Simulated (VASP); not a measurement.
**Al: single point with PBE**

Crystal: Al.

```xyz
1
Lattice="-1.7001 1.7001 1.4641 1.7001 -1.7001 1.4641 1.7001 1.7001 -1.4641" Properties=species:S:1:pos:R:3 pbc="T T T"
Al    0.0000    0.0000    0.0000
```

This cell differs from its parent crystal: volume 16.928 Å^3 an atom, c/a of the conventional cell 0.8612.

* Program: VASP 6.6.1
* Task: single point
* Functional: PBE
* Potentials or basis: VASP PAW PBE potentials, release 64 (Al)
* Cutoff: 520 eV
* k mesh: 22 × 22 × 22
* Occupations: gaussian, width 0.15 eV
* Spin: no spin polarisation
* Dipole correction: no
* Further INCAR settings: ALGO = Fast; EDIFF = 1e-06; NBANDS = 8

```
Pressure : 0.0 GPa
```

Stress tensor (GPa, compression positive):
```
 0.58  0.00  0.00
 0.00  0.58  0.00
 0.00  0.00 -1.21
```

Levels at points of the mesh, in eV from the Fermi level:
| k point | band 1 | band 2 | band 3 | band 4 | band 5 | band 6 |
| --- | --- | --- | --- | --- | --- | --- |
| (0.00, 0.00, 0.00) | -10.95 | 10.99 | 12.97 | 12.97 | 14.04 | 14.67 |
| (0.50, 0.00, 0.00) | -3.92 | -3.25 | 7.26 | 7.34 | 8.71 | 10.76 |
| (0.50, 0.50, 0.00) | -4.72 | -4.64 | 10.20 | 10.64 | 12.24 | 12.42 |
| (0.50, 0.50, 0.50) | 0.57 | 0.57 | 2.20 | 2.32 | 4.89 | 7.11 |

Wall time 38 s on 1 thread of Intel(R) Xeon(R) Platinum 8375C CPU @ 2.90GHz (Ice Lake), on a shared host, peak memory 0.21 GiB.
